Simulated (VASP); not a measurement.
# Al2O3: single point with PBE

Crystal: Al2O3.

```
CELL_PARAMETERS angstrom
2.50895 1.44854 4.44419
-2.50895 1.44854 4.44419
0.00000 -2.89709 4.44419
ATOMIC_POSITIONS crystal
Al 0.85213 0.85213 0.85213
Al 0.64787 0.64787 0.64787
Al 0.14787 0.14787 0.14787
Al 0.35213 0.35213 0.35213
O 0.05616 0.44384 0.75000
O 0.75000 0.05616 0.44384
O 0.44384 0.75000 0.05616
O 0.94384 0.55616 0.25000
O 0.25000 0.94384 0.55616
O 0.55616 0.25000 0.94384
```

```
Program                : VASP 6.6.1
Task                   : single point
Functional             : PBE
Potentials or basis    : VASP PAW PBE potentials, release 64 (Al, O)
Cutoff                 : 520 eV
k mesh                 : 6 × 6 × 6
Occupations            : gaussian, width 0.05 eV
Spin                   : no spin polarisation
Dipole correction      : no
Further INCAR settings : ALGO = Normal; EDIFF = 1e-06; NBANDS = 35
```

```yaml
Pressure: -19.3 GPa
Largest_force: 0.159 eV/Å
Band_gap_on_the_k_mesh: 4.47 eV
```

Forces on the atoms (eV/Å):
```
Al   0.000  0.000  0.157
Al   0.000  0.000 -0.157
Al   0.000  0.000 -0.157
Al   0.000  0.000  0.157
O   -0.159  0.000  0.000
O    0.079 -0.138  0.000
O    0.079  0.138  0.000
O    0.159  0.000  0.000
O   -0.079  0.138  0.000
O   -0.079 -0.138  0.000
```

Stress tensor (GPa, compression positive):
```
-22.77   0.00   0.00
  0.00 -22.77   0.00
  0.00   0.00 -12.46
```

Levels at points of the mesh, in eV from the valence-band top:
```csv
k point,band 20,band 21,band 22,band 23,band 24,band 25,band 26,band 27,band 28,band 29
"(0.00, 0.00, 0.00)",-0.50,-0.50,-0.22,-0.22,0.00,4.47,7.82,9.05,10.13,10.50
"(0.50, 0.00, 0.00)",-1.28,-0.84,-0.84,-0.28,-0.28,7.81,7.81,8.27,8.27,10.54
"(0.50, 0.50, 0.00)",-1.20,-0.97,-0.95,-0.64,-0.28,7.99,8.32,8.54,9.10,9.48
"(0.50, 0.50, 0.50)",-1.78,-0.50,-0.50,-0.50,-0.50,7.05,7.05,9.87,9.87,10.50
```

It took 2.7 min on 1 thread of Intel Xeon 8259CL (shared host), peak memory 0.27 GiB.

Caveat: the cell stands under tension. As with any semilocal functional, this PBE gap is likely too small.
